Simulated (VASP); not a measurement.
A run of VASP 6.6.1:

Contents of POSCAR:

```
Ge
1.0
   -2.4449470096      2.5967485709      1.4076133202
    2.4449470096     -2.5967485709      1.4076133202
    2.4449470096      2.5967485709     -1.4076133202
Ge
2
Direct
    0.3140570000      0.0640570000      0.2500000000
    0.6859430000      0.9359430000      0.7500000000
```

File INCAR.step1:

```
PREC = Accurate
ENCUT = 520
ISMEAR = -1
SIGMA = 0.05
LREAL = False
LASPH = True
NELM = 60
NBANDS = 21
GGA = PE
ALGO = Normal
EDIFF = 1E-4
LWAVE = True
LCHARG = False
```

Contents of INCAR.step2:

```
PREC = Accurate
ENCUT = 520
EDIFF = 1E-6
ISMEAR = -1
SIGMA = 0.05
LREAL = False
LASPH = True
NELM = 60
ALGO = Normal
ISIF = 2
LWAVE = False
LCHARG = False
METAGGA = R2SCAN
LMIXTAU = True
NBANDS = 21
ISTART = 1
```

KPOINTS

```
Automatic mesh
0
Gamma
  11 11 11
```

Potentials or basis: VASP PAW PBE potentials, release 64 (Ge_d).

Command:

```console
$ cat potpaw_PBE.64/Ge_d/POTCAR > POTCAR
$ cp INCAR.step1 INCAR
$ mpirun -np 1 vasp_std > vasp.out
$ cp INCAR.step2 INCAR
$ mpirun -np 1 vasp_std > vasp.out
```

Hardware: 1 thread of Intel(R) Xeon(R) Platinum 8488C (Sapphire Rapids), with other jobs on the host.

Task: How long does it take, and how much memory?

Result: Run time: 6.9 min on 1 thread of Intel(R) Xeon(R) Platinum 8488C (Sapphire Rapids), on a shared host, peak memory 0.26 GiB. Counts: k points 216.
